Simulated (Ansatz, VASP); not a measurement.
# One calculation of WSe2, two programs

```
W Se
1.0
     3.31182    0.00000    0.00000
    -1.65591    2.86812    0.00000
     0.00000    0.00000   12.78861
W Se
2 4
Direct
  0.33333 0.66667 0.25000
  0.66667 0.33333 0.75000
  0.33333 0.66667 0.61829
  0.66667 0.33333 0.11829
  0.33333 0.66667 0.88171
  0.66667 0.33333 0.38171
```

Change from the starting cell: strain +0.0100 x Voigt [1, 1, 0, 0, 0, 0], atoms carried along.

Alike in both runs: task single point; functional PBE; dispersion D3(BJ); k mesh 12 × 12 × 2; occupations gaussian, width 0.05 eV; no spin polarisation.

```csv
,VASP,Ansatz
version,VASP 6.6.1,Ansatz 0.2.0
potentials or method,"VASP PAW PBE potentials, release 64 (W_sv, Se), cutoff 520 eV","scalar-relativistic, plane waves, PAW"
valence electrons in the cell,52,92
```

|  | VASP | Ansatz | Ansatz less VASP |
| --- | --- | --- | --- |
| gap on the k mesh at the Fermi level (eV) | 0.88 | 0.89 | +0.005 |
| least direct gap on the mesh (eV) | 1.46 | 1.47 | +0.003 |
| pressure (GPa) | -2.3 | -2.6 | -0.30 |
| traceless stress, the component that is largest in VASP (GPa) | 0.77 | 0.69 | -0.080 |
| rms of the force components (eV/Å) | 0.076 | 0.097 | +0.0210 |

Atom by atom the forces differ by 0.021 eV/Å (rms over components). VASP's potentials hold 52 valence electrons a cell and Ansatz's 92, so a difference there can come from the potentials and not from the codes.

Spin-orbit coupling is off throughout.
